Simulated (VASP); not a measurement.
# Si62P (a cell with a defect) in VASP: further runs

The runs below take Si62P (a cell with a defect) through single point, with LDA.

Program: VASP 6.6.1. These are calculated values, not measurements. Logs are shortened: lines on timing, memory, paths and dates and some standing lists are left out, and cuts for length are marked.

### 1 The cell of the first run

The cell holds a defect, 63 atoms: a = 10.860 Å, b = 10.860 Å, c = 10.860 Å, α = 90.00°, β = 90.00°, γ = 90.00°.

### 2 Single point, LDA

Contents of INCAR:

```
PREC     = Accurate       # precision mode
ENCUT    = 520            # plane-wave cutoff, eV
EDIFF    = 1E-6           # SCF threshold, eV
ISMEAR   = -1             # smearing method
SIGMA    = 0.05           # smearing width, eV
LREAL    = Auto         
LASPH    = True           # aspherical terms in the spheres
NELM     = 100            # most SCF steps
ALGO     = Normal         # electronic algorithm
ISIF     = 2              # what is computed and relaxed
LWAVE    = False          # write WAVECAR
LCHARG   = True           # write CHGCAR
GGA      = CA             # functional
LELF     = True           # ELF
LVHAR    = True         
NELECT   = 252.0        
NBANDS   = 164            # bands
```

Contents of KPOINTS:

```
regular mesh
0
Gamma
  1 1 1
```

Contents of POSCAR:

```
Si62P
1.0
   10.8600000000      0.0000000000      0.0000000000
    0.0000000000     10.8600000000      0.0000000000
    0.0000000000      0.0000000000     10.8600000000
Si P
62 1
Direct
    0.5025386374     -0.0010250223      0.0037441644
    0.6259341296      0.1235255834      0.1332721140
    0.7504108138      0.2468569019      0.0037291537
    0.8749728565      0.3750262786      0.1246800605
    0.8665731645      0.1234849232      0.3738555564
    0.0031409977     -0.0055431869     -0.0034423507
    0.1213503308      0.1209196393      0.1260626783
    0.2495070922      0.2469778076     -0.0008451114
    0.3749071450      0.3745288998      0.1248089981
    0.5024733535      0.4998618298     -0.0008549031
    0.6284865315      0.6280343447      0.1260305988
    0.7549259540      0.7462741605     -0.0034265651
    0.2498531201     -0.0003311236      0.2499581686
    0.3731531546      0.1257429223      0.3760302528
    0.4988990783      0.2506285255      0.2523871184
    0.6237761174      0.3764067428      0.3760131632
    0.7498212853      0.4995806593      0.2498408773
    0.8737316085      0.6278452517      0.3712772304
    0.4989419406      0.0020305969      0.5008504708
    0.6236894059      0.1257857177      0.6266772607
    0.7473824707      0.2505727893      0.5008542361
    0.8749652211      0.3745224365      0.6247878899
    0.7497716261     -0.0003566451      0.7498743365
    0.8736683553      0.1208920585      0.8783455902
    0.0013890628      0.4967655273     -0.0016603586
    0.1262697753      0.6230363131      0.1215632128
    0.2526141605      0.7479478403     -0.0015694595
    0.3743397682      0.8744570979      0.1247438372
   -0.0040054607      0.2469427413      0.2492671992
    0.1233992605      0.3731252007      0.3733020139
    0.2505770718      0.4988085661      0.2498801929
    0.3762253476      0.6261164263      0.3732914865
    0.5025373898      0.7534697074      0.2492872595
    0.6260184259      0.8828554650      0.3738320304
   -0.0039152622     -0.0010140388      0.4972353089
    0.1232742867      0.1230641671      0.6236058895
    0.2485496577      0.2499108932      0.5003208442
    0.3747247993      0.3747408623      0.6250189006
    0.4995026702      0.5009338305      0.5002581171
    0.6263466181      0.6261485190      0.6236124771
    0.7504789608      0.7532574620      0.4972367784
    0.8749293660      0.8744447674      0.6252737816
    0.2505594879     -0.0004807726      0.7491530163
    0.3761601243      0.1229868849      0.8764283361
    0.4994472135      0.2500130765      0.7513076921
    0.6264770572      0.3732749626      0.8764367258
    0.7498651206      0.4988058059      0.7490716197
    0.8782050651      0.6230249516      0.8733638142
    0.0032559988      0.7461201735      0.2450944953
    0.1215037553      0.8757173219      0.3712960233
    0.0007415944      0.4997864544      0.4973002449
    0.1257813786      0.6235677657      0.6226126397
    0.2495462937      0.7487289652      0.4973642223
    0.3748948352      0.8744985168      0.6248013828
    0.0005514124      0.2469910760      0.7502586676
    0.1258806245      0.3721796571      0.8738114005
    0.2504809613      0.4989109885      0.7492181183
    0.3771866049      0.6234717183      0.8738721212
    0.5023606676      0.7488295960      0.7503097744
    0.6284961286      0.8757262113      0.8783089309
    0.0012679145      0.7481129722      0.7471614787
    0.1263758549      0.8711016491      0.8734336857
    0.7517047180     -0.0021913145      0.2481338098
```

Potentials or basis: VASP PAW LDA potentials, release 64 (Si, P).

The run is started by

```bash
$ cat potpaw_LDA.64/Si/POTCAR potpaw_LDA.64/P/POTCAR > POTCAR
$ mpirun -np 1 vasp_gam > vasp.out
```

OUTCAR:

```text
PREC = Accurate
   ENCUT = 520
   EDIFF = 1E-6
   ISMEAR = -1
   LREAL = Auto
   LASPH = True
   NELM = 100
   ISIF = 2
   GGA = CA
   NELECT = 252.0

 ion  position               nearest neighbor table
   1  0.503  0.999  0.004-  28 2.34  60 2.35   2 2.37  44 2.37
   2  0.626  0.124  0.133-  63 2.30  15 2.34   3 2.37   1 2.37
   3  0.750  0.247  0.004-   4 2.34  24 2.35   2 2.37  46 2.37
   4  0.875  0.375  0.125-   3 2.34  29 2.34  25 2.35  17 2.35
   5  0.867  0.123  0.374-  63 2.30  21 2.34  35 2.37  29 2.37
   6  0.003  0.994  0.997-  62 2.32  24 2.35   7 2.35
   7  0.121  0.121  0.126-  13 2.34   6 2.35  29 2.35   8 2.39
   8  0.250  0.247  0.999-  44 2.34  56 2.35   9 2.37   7 2.39
   9  0.375  0.375  0.125-  31 2.34  15 2.35  10 2.37   8 2.37
  10  0.502  0.500  0.999-  46 2.34  58 2.35   9 2.37  11 2.39
  11  0.628  0.628  0.126-  17 2.34  12 2.35  33 2.35  10 2.39
  12  0.755  0.746  0.997-  48 2.32  11 2.35  60 2.35
  13  0.250  1.000  0.250-  50 2.34   7 2.34  28 2.35  14 2.35
  14  0.373  0.126  0.376-  37 2.34  15 2.35  19 2.35  13 2.35
  15  0.499  0.251  0.252-   2 2.34  14 2.35  16 2.35   9 2.35
  16  0.624  0.376  0.376-  39 2.34  15 2.35  21 2.35  17 2.35
  17  0.750  0.500  0.250-  11 2.34  18 2.34   4 2.35  16 2.35
[... 32 lines left out ...]
  50  0.122  0.876  0.371-  13 2.34  49 2.35  35 2.35  53 2.39
  51  0.001  0.500  0.497-  30 2.34  52 2.35  22 2.37  18 2.39
  52  0.126  0.624  0.623-  61 2.34  51 2.35  53 2.35  57 2.36
  53  0.250  0.749  0.497-  32 2.34  52 2.35  54 2.37  50 2.39
  54  0.375  0.874  0.625-  43 2.34  19 2.35  53 2.37  59 2.37
  55  0.001  0.247  0.750-  36 2.34  56 2.35  22 2.37  24 2.39
  56  0.126  0.372  0.874-  25 2.34  55 2.35   8 2.35  57 2.36
  57  0.250  0.499  0.749-  38 2.34  58 2.36  56 2.36  52 2.36
  58  0.377  0.623  0.874-  27 2.34  59 2.35  10 2.35  57 2.36
  59  0.502  0.749  0.750-  40 2.34  58 2.35  54 2.37  60 2.39
  60  0.628  0.876  0.878-  23 2.34  12 2.35   1 2.35  59 2.39
  61  0.001  0.748  0.747-  52 2.34  48 2.35  62 2.35  42 2.35
  62  0.126  0.871  0.873-   6 2.32  61 2.35  27 2.35  43 2.36
  63  0.752  0.998  0.248-   5 2.30  34 2.30   2 2.30

  LATTYP: Found a simple cubic cell.
 ALAT       =    10.8600000000

  Lattice vectors:

 A1 = (  10.8600000000,   0.0000000000,   0.0000000000)
 A2 = (   0.0000000000,  10.8600000000,   0.0000000000)
 A3 = (   0.0000000000,   0.0000000000,  10.8600000000)

Analysis of symmetry for initial positions (statically):
=====================================================================
 Subroutine PRICEL returns:
 Original cell was already a primitive cell.

 Routine SETGRP: Setting up the symmetry group for a
 simple cubic supercell.

[... 223 lines left out ...]
   ISYM   =      2    0-nonsym 1-usesym 2-fastsym
   POTIM  = 0.5000    time-step for ionic-motion
   TEBEG  =    0.0;   TEEND  =   0.0 temperature during run
   PSTRESS=    0.0 pullay stress
   NELECT =     252.0000    total number of electrons
   NUPDOWN=      -1.0000    fix difference up-down
   EMIN   =  10.00;   EMAX   =-10.00  energy-range for DOS
   EFERMI =   0.00;   METHOD = LEGACY
   ISMEAR =    -1;   SIGMA  =   0.05  broadening in eV -4-tet -1-fermi 0-gaus
   EFERMI_NEDOS =   21; number of points for ismear=-14 and -15
   IALGO  =     38    algorithm
   IMIX   =      4    mixing-type and parameters
     AMIX     =   0.40;   BMIX     =  1.00
     AMIX_MAG =   1.60;   BMIX_MAG =  1.00
  volume/ion in A,a.u.               =      20.33       137.20
  Fermi-wavevector in a.u.,A,eV,Ry     =   0.952164  1.799329 12.335269  0.906617
  Thomas-Fermi vector in A             =   2.080702
   LORBIT       =      0    0 simple, 1 ext, 2 COOP (PROOUT), +10 PAW based schemes
   GGA     = CA    functional components
   LHFCALC =     F    Hartree Fock is set to
   AEXX    =    0.0000 exact exchange contribution
   IVDW    =     0    specifies the selected vdW correction
   LEPSILON=     F    determine dielectric tensor
   LRPA    =     F    only Hartree local field effects (RPA)
 non-spin polarized calculation
  energy-cutoff  :      520.00
  volume of cell :     1280.82
 maximum number of plane-waves:     17229
 NGX is ok and might be reduce to    84
   NGX = 41   NGY = 41   NGZ = 41

 number of electron     251.9999994 magnetization

 Free energy of the ion-electron system (eV)
  ---------------------------------------------------
  ext. energy  EPLUGINS =         0.00000000
  ---------------------------------------------------
  free energy    TOTEN  =      -372.35014445 eV

  energy without entropy =     -372.32065607  energy(sigma->0) =     -372.33540026

 E-fermi :   5.9707     XC(G=0):  -9.5212

 val. band max:        5.7926338225   @ k =   0.0000   0.0000   0.0000
 cond. band min:       6.1990702661   @ k =   0.0000   0.0000   0.0000
 fundamental gap:      0.4064364436
 Fermi energy:         5.9706787117

 k-point     1 :       0.0000    0.0000    0.0000
  band No.  band energies     occupation
      1      -6.3776      2.00000
      2      -5.7827      2.00000
      3      -5.2209      2.00000
      4      -5.2207      2.00000
      5      -5.2137      2.00000
      6      -5.2133      2.00000
[... 130 lines left out ...]
    137       6.6926      0.00000
    138       6.8253      0.00000
 [bands above 138 left out]

------------------------ aborting loop because EDIFF is reached ----------------------------------------

  FORCE on cell =-STRESS in cart. coord.  units (eV):
  Direction    XX          YY          ZZ          XY          YZ          ZX
  --------------------------------------------------------------------------------------
  -------------------------------------------------------------------------------------
  Total      -20.1151878    -20.0998001    -20.0760707     -5.2733293      5.2926272     -5.2879519
  in kB      -25.1620023    -25.1427540    -25.1130709     -6.5963850      6.6205247     -6.6146764
  external PRESSURE =     -25.1392757 kB  Pullay stress =       0.0000000 kB

 VOLUME and BASIS-vectors are now :
 -----------------------------------------------------------------------------
  energy-cutoff  :      520.00
  volume of cell :     1280.82
      direct lattice vectors                 reciprocal lattice vectors
    10.860000000  0.000000000  0.000000000     0.092081031  0.000000000  0.000000000
     0.000000000 10.860000000  0.000000000     0.000000000  0.092081031  0.000000000
     0.000000000  0.000000000 10.860000000     0.000000000  0.000000000  0.092081031

 POSITION                                       TOTAL-FORCE (eV/Angst)
 -----------------------------------------------------------------------------------
      5.45757     10.84887      0.04066         0.002077      0.011108      0.011253
      6.79764      1.34149      1.44734         0.016938     -0.022755      0.028488
      8.14946      2.68087      0.04050        -0.006170     -0.001781      0.010957
      9.50221      4.07279      1.35403        -0.004407     -0.011679      0.008774
      9.41098      1.34105      4.06007        -0.029506     -0.014938     -0.020854
      0.03411     10.79980     10.82262        -0.005720      0.019923      0.010696
[... 55 lines left out ...]
      1.37244      9.46016      9.48549        -0.005270      0.009195      0.002033
      8.16351     10.83620      2.69473         0.001226     -0.006022     -0.006600
 -----------------------------------------------------------------------------------
    total drift:                                0.009391      0.001587     -0.001450

  FREE ENERGIE OF THE ION-ELECTRON SYSTEM (eV)
  ---------------------------------------------------
  free  energy   TOTEN  =      -372.3501444504 eV

  energy  without entropy=     -372.3206560721  energy(sigma->0) =     -372.33540026
```

Run time: 12 min. Hardware: 1 thread of Intel Xeon Platinum 8259CL at 2.50GHz (Skylake/Cascade Lake), shared host; peak memory 0.72 GiB.

What came out:

```
Free energy   : -372.3501 eV
Largest force : 0.041 eV/Å
```

Forces in eV/Å, atoms in the order of the input:
```
Si   0.002  0.011  0.011
Si   0.017 -0.023  0.028
Si  -0.006 -0.002  0.011
Si  -0.004 -0.012  0.009
Si  -0.030 -0.015 -0.021
Si  -0.006  0.020  0.011
Si  -0.002 -0.009 -0.008
Si  -0.001 -0.015 -0.004
Si  -0.002  0.005  0.017
Si   0.008  0.003 -0.003
Si   0.006  0.007 -0.004
Si  -0.018  0.007  0.006
Si   0.000 -0.003  0.001
Si  -0.002 -0.010 -0.005
Si  -0.006  0.003 -0.022
Si   0.005 -0.002 -0.006
Si  -0.005 -0.007  0.005
Si   0.001  0.004 -0.004
Si  -0.004 -0.022  0.006
Si   0.004 -0.007  0.001
Si   0.023  0.003  0.007
Si  -0.018  0.003  0.004
Si  -0.005 -0.002 -0.007
Si   0.006 -0.009  0.002
Si  -0.005  0.004  0.002
Si   0.001  0.002  0.005
Si  -0.004  0.006  0.004
Si   0.013  0.004  0.004
Si  -0.014 -0.006  0.012
Si   0.001  0.001 -0.010
Si   0.006  0.000  0.001
Si   0.002 -0.001 -0.012
Si   0.001  0.012  0.008
Si   0.020  0.030 -0.020
Si  -0.014  0.008 -0.002
Si   0.003 -0.018  0.000
Si   0.004 -0.004 -0.003
Si   0.003  0.002 -0.001
Si   0.002  0.001 -0.002
Si   0.013 -0.002 -0.005
Si  -0.012  0.018 -0.005
Si  -0.001  0.009 -0.006
Si   0.003  0.003 -0.004
Si   0.004 -0.012  0.003
Si   0.003 -0.004 -0.006
Si   0.009 -0.010 -0.002
Si  -0.001  0.001  0.002
Si  -0.007  0.004  0.006
Si  -0.008  0.012  0.014
Si  -0.003 -0.002 -0.005
Si   0.000  0.001 -0.010
Si   0.000  0.004  0.001
Si   0.000 -0.001 -0.013
Si   0.000  0.020  0.005
Si   0.000 -0.013 -0.001
Si  -0.002  0.005  0.010
Si   0.006 -0.005 -0.007
Si  -0.004  0.004  0.009
Si   0.012  0.000 -0.007
Si   0.009 -0.003  0.007
Si  -0.002  0.002 -0.001
Si  -0.005  0.009  0.002
P    0.001 -0.006 -0.007
```

Caveat: the k points lie up to 0.58 Å⁻¹ apart; the cell carries a net charge on a neutralising background, which shifts energy and pressure; the cell is charged against a uniform background, so pressure and absolute levels hang on convention.

### 3 Single point, LDA

Contents of INCAR:

```
SYSTEM = Si62P
PREC = Accurate ; ENCUT = 520
EDIFF = 1E-7 ; ISMEAR = -1
SIGMA = 0.05 ; LREAL = Auto
LASPH = .True. ; NELM = 100
ALGO = Normal ; ISIF = 2
LWAVE = .False. ; LCHARG = .False.
NBANDS = 164 ; NELECT = 252.0
```

Contents of KPOINTS:

```
Automatic mesh
0
Gamma
  1 1 1
  0 0 0
```

Contents of POSCAR:

```
Si62P
1.0
   10.8600000000      0.0000000000      0.0000000000
    0.0000000000     10.8600000000      0.0000000000
    0.0000000000      0.0000000000     10.8600000000
Si P
62 1
Direct
    0.5038124369     -0.0016001553      0.0032934381
    0.6220367898      0.1279632102      0.1293097797
    0.7516001553      0.2461875631      0.0032934381
    0.8754535713      0.3746697608      0.1245464287
    0.8706902203      0.1279632102      0.3779632102
   -0.0010807913     -0.0089147497      0.0010807913
    0.1225605261      0.1206572016      0.1251355234
    0.2489405040      0.2481183016      0.0013220858
    0.3745463940      0.3754536060      0.1246824401
    0.5018816984      0.5010594960      0.0013220858
    0.6293427984      0.6274394739      0.1251355234
    0.7589147497      0.7510807913      0.0010807913
    0.2506897117     -0.0003354280      0.2496645720
    0.3726829619      0.1259800886      0.3759800886
    0.4989787157      0.2510212843      0.2528122726
    0.6240199114      0.3773170381      0.3759800886
    0.7503354280      0.4993102883      0.2496645720
    0.8748644766      0.6274394739      0.3706572016
    0.4989787157      0.0028122726      0.5010212843
    0.6240199114      0.1259800886      0.6273170381
    0.7471877274      0.2510212843      0.5010212843
    0.8753175599      0.3754536060      0.6254536060
    0.7503354280     -0.0003354280      0.7493102883
    0.8748644766      0.1206572016      0.8774394739
    0.0014052178      0.4980716054     -0.0014052178
    0.1261444886      0.6238555114      0.1223588439
    0.2519283946      0.7485947822     -0.0014052178
    0.3753302392      0.8745464287      0.1245464287
   -0.0032934381      0.2461875631      0.2483998447
    0.1226886380      0.3743596252      0.3754535123
    0.2502297324      0.4997702676      0.2496772504
    0.3756403748      0.6273113620      0.3754535123
    0.5038124369      0.7532934381      0.2483998447
    0.6220367898      0.8793097797      0.3779632102
   -0.0032934381     -0.0016001553      0.4961875631
    0.1226886380      0.1254535123      0.6243596252
    0.2480677796      0.2505599208      0.5005599208
    0.3746642453      0.3753357547      0.6253357547
    0.4994400792      0.5019322204      0.5005599208
    0.6245464877      0.6273113620      0.6243596252
    0.7516001553      0.7532934381      0.4961875631
    0.8754535713      0.8745464287      0.6246697608
    0.2502297324     -0.0003227496      0.7497702676
    0.3756403748      0.1254535123      0.8773113620
    0.4994400792      0.2505599208      0.7519322204
    0.6245464877      0.3743596252      0.8773113620
    0.7503227496      0.4997702676      0.7497702676
    0.8776411561      0.6238555114      0.8738555114
   -0.0010807913      0.7510807913      0.2410852503
    0.1225605261      0.8751355234      0.3706572016
   -0.0013220858      0.5010594960      0.4981183016
    0.1256091130      0.6243908870      0.6233780909
    0.2489405040      0.7513220858      0.4981183016
    0.3745463940      0.8746824401      0.6254536060
   -0.0013220858      0.2481183016      0.7510594960
    0.1256091130      0.3733780909      0.8743908870
    0.2504204762      0.4995795238      0.7495795238
    0.3766219091      0.6243908870      0.8743908870
    0.5018816984      0.7513220858      0.7510594960
    0.6293427984      0.8751355234      0.8774394739
    0.0014052178      0.7485947822      0.7480716054
    0.1261444886      0.8723588439      0.8738555114
    0.8727576753     -0.1227576753      0.1272423247
```

Potentials or basis: VASP PAW LDA potentials, release 64 (Si, P).

The run is started by

```bash
$ cat potpaw_LDA.64/Si/POTCAR potpaw_LDA.64/P/POTCAR > POTCAR
$ mpirun -np 1 vasp_gam > vasp.out
```

Run time: 7.7 min. Hardware: 1 thread of Intel Xeon Platinum 8259CL at 2.50GHz (Skylake/Cascade Lake), shared host; peak memory 0.71 GiB.

It converged, with:

| Quantity | Value |
| --- | --- |
| Free energy | -372.3506 eV |
| Largest force | 0.023 eV/Å |

Forces in eV/Å, atoms in the order of the input:
```
Si  -0.002  0.003 -0.004
Si   0.005 -0.005 -0.004
Si  -0.003  0.002 -0.004
Si  -0.002  0.004  0.002
Si   0.004 -0.005 -0.005
Si  -0.011 -0.003  0.011
Si   0.002  0.001 -0.001
Si  -0.004  0.004  0.001
Si   0.002 -0.002  0.004
Si  -0.004  0.004  0.001
Si  -0.001 -0.002 -0.001
Si   0.003  0.011  0.011
Si   0.001  0.000  0.000
Si   0.002  0.002  0.002
Si  -0.007  0.007  0.002
Si  -0.002 -0.002  0.002
Si   0.000 -0.001  0.000
Si   0.001 -0.002  0.001
Si  -0.007  0.002  0.007
Si  -0.002  0.002 -0.002
Si  -0.002  0.007  0.007
Si  -0.004 -0.002 -0.002
Si   0.000  0.000 -0.001
Si   0.001  0.001 -0.002
Si  -0.001 -0.006  0.001
Si   0.005 -0.005  0.003
Si   0.006  0.001  0.001
Si  -0.004  0.002  0.002
Si   0.004  0.002  0.003
Si  -0.003 -0.006 -0.001
Si  -0.002  0.002  0.001
Si   0.006  0.003 -0.001
Si  -0.002 -0.004  0.003
Si   0.005 -0.004 -0.005
Si   0.004  0.003  0.002
Si  -0.003 -0.001 -0.006
Si   0.005  0.001  0.001
Si   0.002 -0.002 -0.002
Si  -0.001 -0.005  0.001
Si   0.001  0.003 -0.006
Si  -0.003 -0.004  0.002
Si  -0.002  0.002  0.004
Si  -0.002  0.001  0.002
Si   0.006 -0.001  0.003
Si  -0.001  0.001 -0.005
Si   0.001 -0.006  0.003
Si  -0.001  0.002  0.002
Si  -0.003 -0.005 -0.005
Si  -0.011  0.011 -0.003
Si   0.002 -0.001  0.001
Si  -0.001  0.004  0.004
Si   0.004 -0.004  0.000
Si  -0.004  0.001  0.004
Si   0.002  0.004 -0.002
Si  -0.001  0.004  0.004
Si   0.004  0.000 -0.004
Si   0.002 -0.002 -0.002
Si   0.000 -0.004 -0.004
Si  -0.004  0.001  0.004
Si  -0.001 -0.001 -0.002
Si  -0.001  0.001 -0.006
Si   0.005  0.003 -0.005
P    0.013 -0.013 -0.013
```

Levels at points of the mesh, in eV from the Fermi level:
```csv
k point,band 124,band 125,band 126,band 127,band 128,band 129
"(0.00, 0.00, 0.00)",-0.61,-0.61,-0.18,0.23,0.23,0.31
```

Caveat: the k points lie up to 0.58 Å⁻¹ apart; the cell carries a net charge on a neutralising background, which shifts energy and pressure; the cell is charged against a uniform background, so pressure and absolute levels hang on convention.

(Continued in part 2 of 2.)
